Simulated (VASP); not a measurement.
# Sn (Fm-3m) in VASP: notebook

The runs below take Sn through single point, with PBE.

Everything below comes from runs of VASP 6.6.1. Logs are shortened: lines on timing, memory, paths and dates and some standing lists are left out, and cuts for length are marked.

### 1 The cell of the first run

The structure is cubic, space group Fm-3m (No. 225). Conventional cell: a = 4.765 Å, b = 4.765 Å, c = 4.765 Å, α = 90.00°, β = 90.00°, γ = 90.00°. Sn (site symmetry m-3m) has 12 Sn at 3.37 Å within 4.4 Å.

### 2 Single point, PBE

Input file INCAR:

```
SYSTEM = Sn
PREC     = Accurate       ! precision mode
ENCUT    = 500            ! plane-wave cutoff, eV
EDIFF    = 1E-6           ! SCF threshold, eV
ISMEAR   = 0              ! smearing method
SIGMA    = 0.05           ! smearing width, eV
LREAL    = .False.        ! projectors in reciprocal space
LASPH    = .True.         ! aspherical terms in the spheres
NELM     = 120            ! most SCF steps
ALGO     = Normal         ! electronic algorithm
ISIF     = 2              ! what is computed and relaxed
LWAVE    = .False.        ! write WAVECAR
LCHARG   = .False.        ! write CHGCAR
GGA      = PE             ! functional
NBANDS   = 13             ! bands
GGA_COMPAT= .False.
```

Input file KPOINTS:

```
regular mesh
0
Gamma
  8 8 8
  0 0 0
```

Input file POSCAR:

```
Sn
1.0
    0.0000000000      2.3826879219      2.3826879219
    2.3826879219      0.0000000000      2.3826879219
    2.3826879219      2.3826879219      0.0000000000
Sn
1
Direct
    0.0000000000      0.0000000000      0.0000000000
```

Potentials or basis: VASP PAW PBE potentials, release 64 (Sn_d).

Started as:

```console
cat potpaw_PBE.64/Sn_d/POTCAR > POTCAR
mpirun -np 1 vasp_std > vasp.out
```

OUTCAR:

```text
SYSTEM = Sn
   PREC = Accurate
   ENCUT = 500
   EDIFF = 1E-6
   ISMEAR = 0
   LREAL = .False.
   LASPH = .True.
   NELM = 120
   ISIF = 2
   GGA = PE

 ion  position               nearest neighbor table
   1  0.000  0.000  0.000-

  LATTYP: Found a face centered cubic cell.
 ALAT       =     4.7653758438

  Lattice vectors:

 A1 = (   0.0000000000,   2.3826879219,   2.3826879219)
 A2 = (   2.3826879219,   0.0000000000,   2.3826879219)
 A3 = (   2.3826879219,   2.3826879219,   0.0000000000)

Analysis of symmetry for initial positions (statically):
=====================================================================
 Subroutine PRICEL returns:
 Original cell was already a primitive cell.

 Routine SETGRP: Setting up the symmetry group for a
 face centered cubic supercell.

 Subroutine GETGRP returns: Found 48 space group operations
 (whereof 48 operations were pure point group operations)
 out of a pool of 48 trial point group operations.

The static configuration has the point symmetry O_h .

Analysis of symmetry for dynamics (positions and initial velocities):
=====================================================================
 Subroutine PRICEL returns:
 Original cell was already a primitive cell.

 Routine SETGRP: Setting up the symmetry group for a
 face centered cubic supercell.

 Subroutine GETGRP returns: Found 48 space group operations
 (whereof 48 operations were pure point group operations)
 out of a pool of 48 trial point group operations.

The dynamic configuration has the point symmetry O_h .

 Subroutine INISYM returns: Found 48 space group operations
 (whereof 48 operations are pure point group operations),
 and found     1 'primitive' translations

----------------------------------------------------------------------------------------

                                     Primitive cell

  volume of cell :      27.0540

  direct lattice vectors                    reciprocal lattice vectors
     0.000000000  2.382687922  2.382687922    -0.209847037  0.209847037  0.209847037
     2.382687922  0.000000000  2.382687922     0.209847037 -0.209847037  0.209847037
     2.382687922  2.382687922  0.000000000     0.209847037  0.209847037 -0.209847037

  length of vectors
     3.369629574  3.369629574  3.369629574     0.363465730  0.363465730  0.363465730

  position of ions in fractional coordinates (direct lattice)
     0.000000000  0.000000000  0.000000000

  ion indices of the primitive-cell ions
   primitive index   ion index
                 1           1

----------------------------------------------------------------------------------------

 KPOINTS: regular mesh

Automatic generation of k-mesh.
 Grid dimensions read from file:
 generate k-points for:    8    8    8

 Generating k-lattice:

  Cartesian coordinates                     Fractional coordinates (reciprocal lattice)
    -0.026230880  0.026230880  0.026230880     0.125000000  0.000000000  0.000000000
     0.026230880 -0.026230880  0.026230880     0.000000000  0.125000000  0.000000000
     0.026230880  0.026230880 -0.026230880     0.000000000  0.000000000  0.125000000

  Length of vectors
     0.045433216  0.045433216  0.045433216

  Shift w.r.t. Gamma in fractional coordinates (k-lattice)
     0.000000000  0.000000000  0.000000000

 Subroutine IBZKPT returns following result:
 ===========================================

 Found     29 irreducible k-points:

 Following reciprocal coordinates:
            Coordinates               Weight
  0.000000  0.000000  0.000000      1.000000
  0.125000  0.000000  0.000000      8.000000
  0.250000  0.000000  0.000000      8.000000
  0.375000  0.000000  0.000000      8.000000
  0.500000  0.000000  0.000000      4.000000
  0.125000  0.125000  0.000000      6.000000
[... 16 lines left out ...]
  0.500000  0.250000  0.125000     48.000000
 -0.375000  0.250000  0.125000     24.000000
 [... further k-points ...]
   k-points           NKPTS =     29   k-points in BZ     NKDIM =     29   number of bands    NBANDS=     13
   number of dos      NEDOS =    301   number of ions     NIONS =      1
   total plane-waves  NPLWV =  21952
   dimension x,y,z NGX =    28 NGY =   28 NGZ =   28
   dimension x,y,z NGXF=    56 NGYF=   56 NGZF=   56
   ions per type =               1
   NGX,Y,Z   is equivalent  to a cutoff of  13.81, 13.81, 13.81 a.u.
   NGXF,Y,Z  is equivalent  to a cutoff of  27.63, 27.63, 27.63 a.u.
 SYSTEM =  Sn
   PREC   = accura    normal or accurate (medium, high low for compatibility)
   ISTART =      0    job   : 0-new  1-cont  2-samecut
   ICHARG =      2    charge: 1-file 2-atom 10-const
   ISPIN  =      1    spin polarized calculation?
   LNONCOLLINEAR =      F non collinear calculations
   LSORBIT =      F    spin-orbit coupling
   LASPH  =      T    aspherical Exc in radial PAW
   ENCUT  =  500.0 eV  36.75 Ry    6.06 a.u.   6.14  6.14  6.14*2*pi/ulx,y,z
   NELM   =    120;   NELMIN=  2; NELMDL= -5     # of ELM steps
   EDIFF  = 0.1E-05   stopping-criterion for ELM
   LREAL  =      F    real-space projection
   EDIFFG = 0.1E-04   stopping-criterion for IOM
   NSW    =      0    number of steps for IOM
   IBRION =     -1    ionic relax: 0-MD 1-quasi-New 2-CG
   NFREE  =      0    steps in history (QN), initial steepest desc. (CG)
   ISIF   =      2    stress and relaxation
   ISYM   =      2    0-nonsym 1-usesym 2-fastsym
   POTIM  = 0.5000    time-step for ionic-motion
   TEBEG  =    0.0;   TEEND  =   0.0 temperature during run
   PSTRESS=    0.0 pullay stress
   NELECT =      14.0000    total number of electrons
   NUPDOWN=      -1.0000    fix difference up-down
   EMIN   =  10.00;   EMAX   =-10.00  energy-range for DOS
   EFERMI =   0.00;   METHOD = LEGACY
   ISMEAR =     0;   SIGMA  =   0.05  broadening in eV -4-tet -1-fermi 0-gaus
   EFERMI_NEDOS =   21; number of points for ismear=-14 and -15
   IALGO  =     38    algorithm
   IMIX   =      4    mixing-type and parameters
     AMIX     =   0.40;   BMIX     =  1.00
     AMIX_MAG =   1.60;   BMIX_MAG =  1.00
  volume/ion in A,a.u.               =      27.05       182.57
  Fermi-wavevector in a.u.,A,eV,Ry     =   1.314338  2.483738 23.503846  1.727484
  Thomas-Fermi vector in A             =   2.444598
   LORBIT       =      0    0 simple, 1 ext, 2 COOP (PROOUT), +10 PAW based schemes
   GGA     = PE    functional components
   LHFCALC =     F    Hartree Fock is set to
   AEXX    =    0.0000 exact exchange contribution
   IVDW    =     0    specifies the selected vdW correction
   LEPSILON=     F    determine dielectric tensor
   LRPA    =     F    only Hartree local field effects (RPA)
 non-spin polarized calculation
 Gauss-broadening in eV      SIGMA  =   0.05
  energy-cutoff  :      500.00
  volume of cell :       27.05
 maximum number of plane-waves:       701
 NGX is ok and might be reduce to    28
   NGX = 13   NGY = 13   NGZ = 13

 number of electron      14.0000004 magnetization

 Free energy of the ion-electron system (eV)
  ---------------------------------------------------
  ext. energy  EPLUGINS =         0.00000000
  ---------------------------------------------------
  free energy    TOTEN  =        -3.78662510 eV

  energy without entropy =       -3.78426105  energy(sigma->0) =       -3.78544308

 E-fermi :   8.2403     XC(G=0): -10.3854

 val. band max:        8.2279595771   @ k =  -0.3750   0.2500   0.0000
 cond. band min:       8.2568421716   @ k =  -0.2500   0.2500   0.0000
 fundamental gap:      0.0288825945
 Fermi energy:         8.2402616570

 k-point     1 :       0.0000    0.0000    0.0000
  band No.  band energies     occupation
      1     -13.3650      2.00000
      2     -13.3650      2.00000
      3     -13.3650      2.00000
      4     -13.2860      2.00000
      5     -13.2860      2.00000
      6      -2.9730      2.00000
      7      15.9413      0.00000
      8      15.9413      0.00000
      9      15.9413      0.00000
     10      18.8085      0.00000
     11      20.0632      0.00000
     12      20.0632      0.00000
     13      20.0632      0.00000

 k-point     2 :       0.1250    0.0000    0.0000
  band No.  band energies     occupation
      1     -13.3641      2.00000
      2     -13.3535      2.00000
      3     -13.3535      2.00000
      4     -13.2853      2.00000
      5     -13.2853      2.00000
      6      -2.6496      2.00000
      7      13.1609      0.00000
      8      15.4886      0.00000
      9      15.4886      0.00000
     10      18.0751      0.00000
     11      20.8445      0.00000
     12      20.8445      0.00000
     13      22.0290      0.00000

 k-point     3 :       0.2500    0.0000    0.0000
  band No.  band energies     occupation
      1     -13.3631      2.00000
      2     -13.3443      2.00000
      3     -13.3443      2.00000
      4     -13.2645      2.00000
      5     -13.2645      2.00000
      6      -1.6792      2.00000
      7       9.1850      0.00000
      8      14.7394      0.00000
      9      14.7394      0.00000
     10      17.8009      0.00000
     11      20.3779      0.00000
     12      20.3779      0.00000
     13      20.6493      0.00000
[... 305 lines left out ...]
 k-point    23 :       0.5000    0.2500    0.1250
  band No.  band energies     occupation
      1     -13.3666      2.00000
      2     -13.3468      2.00000
      3     -13.3009      2.00000
      4     -13.2550      2.00000
      5     -13.2204      2.00000
      6       0.7390      2.00000
      7       6.4669      2.00000
      8       9.7138      0.00000
      9      11.9446      0.00000
     10      17.2301      0.00000
     11      19.4652      0.00000
     12      21.1425      0.00000
     13      24.1789      0.00000

 k-point    24 :      -0.3750    0.2500    0.1250
  band No.  band energies     occupation
      1     -13.3630      2.00000
      2     -13.3459      2.00000
      3     -13.2923      2.00000
      4     -13.2575      2.00000
      5     -13.2118      2.00000
      6       2.1592      2.00000
      7       4.4438      2.00000
      8       9.7264      0.00000
      9      11.3000      0.00000
     10      17.1435      0.00000
     11      19.2790      0.00000
     12      24.0545      0.00000
     13      24.3317      0.00000

 [... further k-points ...]

------------------------ aborting loop because EDIFF is reached ----------------------------------------

  FORCE on cell =-STRESS in cart. coord.  units (eV):
  Direction    XX          YY          ZZ          XY          YZ          ZX
  --------------------------------------------------------------------------------------
  -------------------------------------------------------------------------------------
  Total        0.3212626      0.3212626      0.3212626     -0.0000000     -0.0000000      0.0000000
  in kB       19.0256404     19.0256404     19.0256404     -0.0000000     -0.0000000      0.0000000
  external PRESSURE =      19.0256404 kB  Pullay stress =       0.0000000 kB

 VOLUME and BASIS-vectors are now :
 -----------------------------------------------------------------------------
  energy-cutoff  :      500.00
  volume of cell :       27.05
      direct lattice vectors                 reciprocal lattice vectors
     0.000000000  2.382687922  2.382687922    -0.209847037  0.209847037  0.209847037
     2.382687922  0.000000000  2.382687922     0.209847037 -0.209847037  0.209847037
     2.382687922  2.382687922  0.000000000     0.209847037  0.209847037 -0.209847037

 POSITION                                       TOTAL-FORCE (eV/Angst)
 -----------------------------------------------------------------------------------
      0.00000      0.00000      0.00000         0.000000      0.000000      0.000000
 -----------------------------------------------------------------------------------
    total drift:                               -0.000000     -0.000000     -0.000000

  FREE ENERGIE OF THE ION-ELECTRON SYSTEM (eV)
  ---------------------------------------------------
  free  energy   TOTEN  =        -3.7866251014 eV

  energy  without entropy=       -3.7842610528  energy(sigma->0) =       -3.78544308
```

It took 13 s on 1 thread of Intel Xeon Platinum 8375C at 2.90GHz (Ice Lake), shared host; peak memory 0.15 GiB.

What came out:

```yaml
Free_energy: -3.7866 eV
Pressure: 1.9 GPa
Band_gap_on_the_k_mesh: zero (band 7 reaches 15.94 eV, above the bottom of band 8 at 6.43 eV)
```

Caveat: spin-orbit coupling is left out, which moves the levels of the heavy elements.

[end of part 1 of 3]
